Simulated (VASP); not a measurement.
Set up this calculation in VASP 6.6.1, as the native input.

* Task: single point
* Functional: PBEsol
* Potentials or basis: VASP PAW PBE potentials, release 64 (Cr_pv)
* Cutoff: 520 eV
* k mesh: 10 × 10 × 10
* Occupations: fermi-dirac, width 0.05 eV
* Spin: collinear spin, ferromagnetic start
* Starting moments: [3.0] μB
* Fixed moment: 3 μB
* Dipole correction: no
* Further INCAR settings: ALGO = Normal; EDIFF = 1e-06; NBANDS = 16

The structure of Cr lies in POSCAR:

```
Cr
1.0
   -1.4844496776      1.4844496776      1.4844496776
    1.4844496776     -1.4844496776      1.4844496776
    1.4844496776      1.4844496776     -1.4844496776
Cr
1
Direct
    0.0000000000      0.0000000000      0.0000000000
```

One way to write it, as run:

INCAR

```
PREC = Accurate
ENCUT = 520
EDIFF = 1E-6
ISMEAR = -1
SIGMA = 0.05
LREAL = False
LASPH = True
NELM = 150
ALGO = Normal
ISIF = 2
LWAVE = False
LCHARG = False
ISPIN = 2
MAGMOM = 3
LORBIT = 11
NUPDOWN = 3.0
LMAXMIX = 4
GGA = PS
NBANDS = 16
```

KPOINTS

```
regular mesh
0
Gamma
  10 10 10
```

Potentials or basis: VASP PAW PBE potentials, release 64 (Cr_pv).

The run is started by

```bash
$ cat potpaw_PBE.64/Cr_pv/POTCAR > POTCAR
$ mpirun -np 1 vasp_std > vasp.out
```

It gave:

```
Pressure                                              : 16.9 GPa
Net moment                                            : 3.00 μB per cell
Site moments                                          : Cr +2.76 μB
Valence electrons inside the program's atomic spheres : Cr 10.88
```

Caveat: the PAW data sets were made with another functional, which shifts forces and pressure a little; the total moment is fixed, so each spin has its own Fermi level.

Wall time 17 s on 1 thread of Intel(R) Xeon(R) Platinum 8259CL CPU @ 2.50GHz (Skylake/Cascade Lake) (shared host), peak memory 0.13 GiB.
